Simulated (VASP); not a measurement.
Runs of VASP 6.6.1 on Al. The structure is that of space group Fm-3m (No. 225), or close to it. The cells are those of the table. 

```tsv
cell	gap on the mesh (eV)	pressure (GPa)
a = 2.813 Å, angles 60.0°, 1 atom	none	1.0
a = 2.816 Å, angles 60.0°, 1 atom	none	0.7
a = 2.864 Å, angles 60.0°, 1 atom	none	-3.4
a = 2.818 Å, angles 60.0°, 1 atom	none	0.4
a = 2.853 Å, angles 60.0°, 1 atom	none	(b)
a = 2.814 Å, angles 60.0°, 1 atom	none	(a)
a = 2.811 Å, angles 60.0°, 1 atom	none	1.1
a = 2.812 Å, angles 60.0°, 1 atom	none	1.1
```

Alike in all rows: task single point; level LDA; potentials or basis VASP PAW LDA potentials, release 64 (Al); no spin polarisation; k mesh 9 × 9 × 9; cutoff (eV) 500; smearing methfessel-paxton 0.1 eV.

**Question.** Fill in the values left out.

**Answer.** (a) 0.8; (b) -2.5.

A gap of «none» marks levels without a gap at the run's occupations.
